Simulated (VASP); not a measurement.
# MgSn5 (P-62m) in VASP: a series of runs

MgSn5 is run at these levels: PBEsol; tasks: single point.

Everything below comes from runs of VASP 6.6.1. Logs are shortened: lines on timing, memory, paths and dates and some standing lists are left out, and cuts for length are marked.

**1. The cell of the first run**

It takes space group P-62m (No. 189, hexagonal). The conventional cell has a = 5.650 Å, b = 5.650 Å, c = 5.617 Å, α = 90.00°, β = 90.00°, γ = 120.00°. Within 4.3 Å of Mg (site symmetry -62m) lie 12 Sn at 3.26 to 3.37 Å. Within 4.2 Å of Sn (site symmetry m2m) lie 10 Sn at 3.23 to 3.39 Å and 2 Mg at 3.37 Å. Within 4.3 Å of Sn (site symmetry -6) lie 3 Mg at 3.26 Å and 9 Sn at 3.26 to 3.39 Å.

**2. Single point, PBEsol**

Input file INCAR:

```
  PREC = Accurate
  ENCUT = 520
  EDIFF = 1E-6
  ISMEAR = -1
  SIGMA = 0.05
  LREAL = F
  LASPH = T
  NELM = 80
  ALGO = Normal
  ISIF = 2
  LWAVE = F
  LCHARG = F
  GGA = PS
  NBANDS = 45
```

Input file KPOINTS:

```
regular mesh
0
Gamma
  4 4 3
```

Input file POSCAR:

```
MgSn5
1.0
    5.6501780000      0.0000000000      0.0000000000
   -2.8250890000      4.8931980000      0.0000000000
    0.0000000000      0.0000000000      5.6172030000
Mg Sn
1 5
Direct
    0.0000000000      0.0000000000      0.5000000000
    0.6700040000      0.0000000000      0.0000000000
    0.3299960000      0.3299960000      0.0000000000
    0.0000000000      0.6700040000      0.0000000000
    0.6666666667      0.3333333333      0.5000000000
    0.3333333333      0.6666666667      0.5000000000
```

Potentials or basis: VASP PAW PBE potentials, release 64 (Mg, Sn_d).

Command:

```bash
$ cat potpaw_PBE.64/Mg/POTCAR potpaw_PBE.64/Sn_d/POTCAR > POTCAR
$ mpirun -np 1 vasp_std > vasp.out
```

OUTCAR:

```text
PREC = Accurate
   ENCUT = 520
   EDIFF = 1E-6
   ISMEAR = -1
   LREAL = F
   LASPH = T
   NELM = 80
   ISIF = 2
   GGA = PS

 ion  position               nearest neighbor table
   1  0.000  0.000  0.500-   5 3.26   6 3.26   5 3.26   6 3.26   5 3.26   6 3.26   2 3.37   2 3.37
                             3 3.37   4 3.37   4 3.37   3 3.37
   2  0.670  0.000  0.000-   3 3.23   4 3.23   3 3.28   4 3.28   3 3.28   4 3.28   1 3.37   1 3.37
                             5 3.39   5 3.39   6 3.39   6 3.39
   3  0.330  0.330  0.000-   2 3.23   4 3.23   2 3.28   4 3.28   4 3.28   2 3.28   1 3.37   1 3.37
                             5 3.39   5 3.39   6 3.39   6 3.39
   4  0.000  0.670  0.000-   2 3.23   3 3.23   2 3.28   3 3.28   3 3.28   2 3.28   1 3.37   1 3.37
                             6 3.39   6 3.39   5 3.39   5 3.39
   5  0.667  0.333  0.500-   1 3.26   6 3.26   1 3.26   6 3.26   6 3.26   1 3.26   3 3.39   3 3.39
                             2 3.39   2 3.39   4 3.39   4 3.39
   6  0.333  0.667  0.500-   1 3.26   5 3.26   1 3.26   5 3.26   5 3.26   1 3.26   4 3.39   4 3.39
                             2 3.39   2 3.39   3 3.39   3 3.39

  LATTYP: Found a hexagonal cell.
 ALAT       =     5.6501780000
 C/A-ratio  =     0.9941639007

  Lattice vectors:

 A1 = (   5.6501780000,   0.0000000000,   0.0000000000)
 A2 = (  -2.8250890000,   4.8931980000,   0.0000000000)
 A3 = (   0.0000000000,   0.0000000000,   5.6172030000)

Analysis of symmetry for initial positions (statically):
=====================================================================
 Subroutine PRICEL returns:
 Original cell was already a primitive cell.

 Routine SETGRP: Setting up the symmetry group for a
 hexagonal supercell.

 Subroutine GETGRP returns: Found 12 space group operations
 (whereof 12 operations were pure point group operations)
 out of a pool of 24 trial point group operations.

The static configuration has the point symmetry D_3h.

Analysis of symmetry for dynamics (positions and initial velocities):
=====================================================================
 Subroutine PRICEL returns:
 Original cell was already a primitive cell.

 Routine SETGRP: Setting up the symmetry group for a
 hexagonal supercell.

 Subroutine GETGRP returns: Found 12 space group operations
 (whereof 12 operations were pure point group operations)
 out of a pool of 24 trial point group operations.

The dynamic configuration has the point symmetry D_3h.

 Subroutine INISYM returns: Found 12 space group operations
 (whereof 12 operations are pure point group operations),
 and found     1 'primitive' translations

----------------------------------------------------------------------------------------

                                     Primitive cell

  volume of cell :     155.3013

  direct lattice vectors                    reciprocal lattice vectors
     5.650178000  0.000000000  0.000000000     0.176985575  0.102182663  0.000000000
    -2.825089000  4.893198000  0.000000000     0.000000000  0.204365325  0.000000000
     0.000000000  0.000000000  5.617203000     0.000000000  0.000000000  0.178024544

  length of vectors
     5.650178000  5.650178274  5.617203000     0.204365335  0.204365325  0.178024544

  position of ions in fractional coordinates (direct lattice)
     0.000000000  0.000000000  0.500000000
     0.670004000  0.000000000  0.000000000
     0.329996000  0.329996000  0.000000000
     0.000000000  0.670004000  0.000000000
     0.666666667  0.333333333  0.500000000
     0.333333333  0.666666667  0.500000000

  ion indices of the primitive-cell ions
   primitive index   ion index
                 1           1
                 2           2
                 3           3
                 4           4
                 5           5
                 6           6

----------------------------------------------------------------------------------------

 KPOINTS: regular mesh

Automatic generation of k-mesh.
 Grid dimensions read from file:
 generate k-points for:    4    4    3

 Generating k-lattice:

  Cartesian coordinates                     Fractional coordinates (reciprocal lattice)
     0.044246394  0.025545666  0.000000000     0.250000000  0.000000000  0.000000000
     0.000000000  0.051091331  0.000000000     0.000000000  0.250000000  0.000000000
     0.000000000  0.000000000  0.059341515     0.000000000  0.000000000  0.333333333

  Length of vectors
     0.051091334  0.051091331  0.059341515

  Shift w.r.t. Gamma in fractional coordinates (k-lattice)
     0.000000000  0.000000000  0.000000000

 Subroutine IBZKPT returns following result:
 ===========================================

 Found      8 irreducible k-points:

 Following reciprocal coordinates:
            Coordinates               Weight
  0.000000  0.000000  0.000000      1.000000
  0.250000 -0.000000  0.000000      6.000000
  0.500000 -0.000000  0.000000      3.000000
  0.250000  0.250000  0.000000      6.000000
  0.000000  0.000000  0.333333      2.000000
  0.250000 -0.000000  0.333333     12.000000
  0.500000 -0.000000  0.333333      6.000000
  0.250000  0.250000  0.333333     12.000000
   k-points           NKPTS =      8   k-points in BZ     NKDIM =      8   number of bands    NBANDS=     45
   number of dos      NEDOS =    301   number of ions     NIONS =      6
   total plane-waves  NPLWV =  74088
   dimension x,y,z NGX =    42 NGY =   42 NGZ =   42
   dimension x,y,z NGXF=    84 NGYF=   84 NGZF=   84
   ions per type =               1   5
   NGX,Y,Z   is equivalent  to a cutoff of  12.36, 12.36, 12.43 a.u.
   NGXF,Y,Z  is equivalent  to a cutoff of  24.72, 24.72, 24.86 a.u.
 SYSTEM =  unknown system
   PREC   = accura    normal or accurate (medium, high low for compatibility)
   ISTART =      0    job   : 0-new  1-cont  2-samecut
   ICHARG =      2    charge: 1-file 2-atom 10-const
   ISPIN  =      1    spin polarized calculation?
   LNONCOLLINEAR =      F non collinear calculations
   LSORBIT =      F    spin-orbit coupling
   LASPH  =      T    aspherical Exc in radial PAW
   ENCUT  =  520.0 eV  38.22 Ry    6.18 a.u.  10.51 10.51 10.44*2*pi/ulx,y,z
   NELM   =     80;   NELMIN=  2; NELMDL= -5     # of ELM steps
   EDIFF  = 0.1E-05   stopping-criterion for ELM
   LREAL  =      F    real-space projection
   EDIFFG = 0.1E-04   stopping-criterion for IOM
   NSW    =      0    number of steps for IOM
   IBRION =     -1    ionic relax: 0-MD 1-quasi-New 2-CG
   NFREE  =      0    steps in history (QN), initial steepest desc. (CG)
   ISIF   =      2    stress and relaxation
   ISYM   =      2    0-nonsym 1-usesym 2-fastsym
   POTIM  = 0.5000    time-step for ionic-motion
   TEBEG  =    0.0;   TEEND  =   0.0 temperature during run
   PSTRESS=    0.0 pullay stress
   NELECT =      72.0000    total number of electrons
   NUPDOWN=      -1.0000    fix difference up-down
   EMIN   =  10.00;   EMAX   =-10.00  energy-range for DOS
   EFERMI =   0.00;   METHOD = LEGACY
   ISMEAR =    -1;   SIGMA  =   0.05  broadening in eV -4-tet -1-fermi 0-gaus
   EFERMI_NEDOS =   21; number of points for ismear=-14 and -15
   IALGO  =     38    algorithm
   IMIX   =      4    mixing-type and parameters
     AMIX     =   0.40;   BMIX     =  1.00
     AMIX_MAG =   1.60;   BMIX_MAG =  1.00
  volume/ion in A,a.u.               =      25.88       174.67
  Fermi-wavevector in a.u.,A,eV,Ry     =   1.267051  2.394379 21.843030  1.605417
  Thomas-Fermi vector in A             =   2.400219
   LORBIT       =      0    0 simple, 1 ext, 2 COOP (PROOUT), +10 PAW based schemes
   GGA     = PS    functional components
   LHFCALC =     F    Hartree Fock is set to
   AEXX    =    0.0000 exact exchange contribution
   IVDW    =     0    specifies the selected vdW correction
   LEPSILON=     F    determine dielectric tensor
   LRPA    =     F    only Hartree local field effects (RPA)
 non-spin polarized calculation
  energy-cutoff  :      520.00
  volume of cell :      155.30
 maximum number of plane-waves:      4192
   NGX = 21   NGY = 21   NGZ = 21

 number of electron      71.9999998 magnetization

 Free energy of the ion-electron system (eV)
  ---------------------------------------------------
  ext. energy  EPLUGINS =         0.00000000
  ---------------------------------------------------
  free energy    TOTEN  =       -23.06479902 eV

  energy without entropy =      -23.02167203  energy(sigma->0) =      -23.04323553

 E-fermi :   7.4837     XC(G=0): -10.3115

 val. band max:        7.4686112940   @ k =   0.2500  -0.0000   0.3333
 cond. band min:       7.5350402368   @ k =   0.2500   0.2500   0.3333
 fundamental gap:      0.0664289429
 Fermi energy:         7.4836825015

 k-point     1 :       0.0000    0.0000    0.0000
  band No.  band energies     occupation
      1     -14.0202      2.00000
      2     -14.0131      2.00000
      3     -14.0131      2.00000
      4     -13.9882      2.00000
      5     -13.9882      2.00000
      6     -13.9581      2.00000
[... 37 lines left out ...]
     44      10.0064      0.00000
     45      11.8032      0.00000

 k-point     2 :       0.2500   -0.0000    0.0000
  band No.  band energies     occupation
      1     -14.0376      2.00000
      2     -14.0197      2.00000
      3     -14.0088      2.00000
      4     -13.9950      2.00000
      5     -13.9932      2.00000
      6     -13.9802      2.00000
[... 37 lines left out ...]
     44      11.6610      0.00000
     45      11.9258      0.00000

 k-point     3 :       0.5000   -0.0000    0.0000
  band No.  band energies     occupation
      1     -14.0897      2.00000
      2     -14.0245      2.00000
      3     -14.0228      2.00000
      4     -13.9957      2.00000
      5     -13.9841      2.00000
      6     -13.9714      2.00000
[... 229 lines left out ...]
     44      11.2128      0.00000
     45      11.2564      0.00000

 k-point     8 :       0.2500    0.2500    0.3333
  band No.  band energies     occupation
      1     -14.0647      2.00000
      2     -14.0616      2.00000
      3     -14.0507      2.00000
      4     -13.9908      2.00000
      5     -13.9862      2.00000
      6     -13.9603      2.00000
[... 37 lines left out ...]
     44      11.5291      0.00000
     45      12.2394      0.00000

------------------------ aborting loop because EDIFF is reached ----------------------------------------

  FORCE on cell =-STRESS in cart. coord.  units (eV):
  Direction    XX          YY          ZZ          XY          YZ          ZX
  --------------------------------------------------------------------------------------
  -------------------------------------------------------------------------------------
  Total       -1.7601954     -1.7601957      1.5663833     -0.0000000      0.0000000      0.0000000
  in kB      -18.1591883    -18.1591907     16.1597114     -0.0000000      0.0000000      0.0000000
  external PRESSURE =      -6.7195559 kB  Pullay stress =       0.0000000 kB

 VOLUME and BASIS-vectors are now :
 -----------------------------------------------------------------------------
  energy-cutoff  :      520.00
  volume of cell :      155.30
      direct lattice vectors                 reciprocal lattice vectors
     5.650178000  0.000000000  0.000000000     0.176985575  0.102182663  0.000000000
    -2.825089000  4.893198000  0.000000000     0.000000000  0.204365325  0.000000000
     0.000000000  0.000000000  5.617203000     0.000000000  0.000000000  0.178024544

 POSITION                                       TOTAL-FORCE (eV/Angst)
 -----------------------------------------------------------------------------------
      0.00000      0.00000      2.80860        -0.000000      0.000000      0.000000
      3.78564      0.00000      0.00000        -0.057171      0.000000      0.000000
      0.93227      1.61474      0.00000         0.028586      0.049512      0.000000
     -1.89282      3.27846      0.00000         0.028586     -0.049512     -0.000000
      2.82509      1.63107      2.80860        -0.000000      0.000000      0.000000
     -0.00000      3.26213      2.80860        -0.000000      0.000000      0.000000
 -----------------------------------------------------------------------------------
    total drift:                               -0.000000     -0.000000      0.000000

  FREE ENERGIE OF THE ION-ELECTRON SYSTEM (eV)
  ---------------------------------------------------
  free  energy   TOTEN  =       -23.0647990241 eV

  energy  without entropy=      -23.0216720296  energy(sigma->0) =      -23.04323553
```

It used 150 s of CPU time on 1 thread of AMD EPYC 7R13 Processor (Zen 3), with other jobs on the host.

What came out:

```
Free energy            : -23.0648 eV
Pressure               : -0.7 GPa
Largest force          : 0.057 eV/Å
Band gap on the k mesh : zero (band 36 reaches 8.39 eV, above the bottom of band 37 at 5.94 eV)
```

Forces in eV/Å, atoms in the order of the input:
```
Mg   0.000  0.000  0.000
Sn  -0.057  0.000  0.000
Sn   0.029  0.050  0.000
Sn   0.029 -0.050  0.000
Sn   0.000  0.000  0.000
Sn   0.000  0.000  0.000
```

Levels at points of the mesh, in eV from the Fermi level:
```
           k point  band 32  band 33  band 34  band 35  band 36  band 37  band 38  band 39  band 40  band 41
(0.00, 0.00, 0.00)    -2.98    -2.98    -2.79    -0.49    -0.18    -0.18     0.95     0.95     0.96     1.11
(0.50, 0.00, 0.00)    -3.21    -2.63    -1.53    -1.17    -0.36     0.46     0.77     1.39     1.53     1.96
```

Caveat: the k points lie up to 0.37 Å⁻¹ apart; the PAW data sets were made with another functional, which shifts forces and pressure a little; spin-orbit coupling is left out, which moves the levels of the heavy elements.

[end of part 1 of 2]
